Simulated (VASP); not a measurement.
Write the native input for VASP 6.6.1 that does the following.

```
Task                   : single point
Functional             : LDA
Potentials or basis    : VASP PAW LDA potentials, release 64 (Ti_sv, S)
Cutoff                 : 500 eV
k mesh                 : 15 × 15 × 8
Occupations            : gaussian, width 0.1 eV
Spin                   : no spin polarisation
Dipole correction      : no
Further INCAR settings : ALGO = Normal; EDIFF = 1e-06; NBANDS = 19
```

The structure of TiS2 (lda) lies in POSCAR:

```
TiS2
1.0
    3.3151321368      0.0000000000      0.0000000000
   -1.6575660684      2.8709886474      0.0000000000
    0.0000000000      0.0000000000      5.4472392363
Ti S
1 2
Direct
    0.0000000000      0.0000000000      0.0000000000
    0.3333333333      0.6666666667      0.2609046486
    0.6666666667      0.3333333333      0.7390953514
```

These files were run (other wordings do the same):

INCAR

```
SYSTEM = TiS2
PREC = Accurate ; ENCUT = 500
EDIFF = 1E-6 ; ISMEAR = 0
SIGMA = 0.1 ; LREAL = .FALSE.
LASPH = .TRUE. ; NELM = 120
ALGO = Normal ; ISIF = 2
LWAVE = .FALSE. ; LCHARG = .FALSE.
NBANDS = 19 ; GGA_COMPAT = .FALSE.
```

KPOINTS

```
Automatic mesh
0
G
  15 15 8
  0 0 0
```

Potentials or basis: VASP PAW LDA potentials, release 64 (Ti_sv, S).

The run is started by

```sh
$ cat potpaw_LDA.64/Ti_sv/POTCAR potpaw_LDA.64/S/POTCAR > POTCAR
$ mpirun -np 1 vasp_std > vasp.out
```

Results of the run:

The pressure is 0.0 GPa and the largest force is 0.015 eV/Å. The band gap on the k mesh is zero (band 12 reaches 6.73 eV, above the bottom of band 13 at 6.23 eV).

It took 2.5 min on 1 thread of Intel(R) Xeon(R) Platinum 8259CL CPU @ 2.50GHz (Skylake/Cascade Lake), with other jobs on the host, peak memory 0.26 GiB.
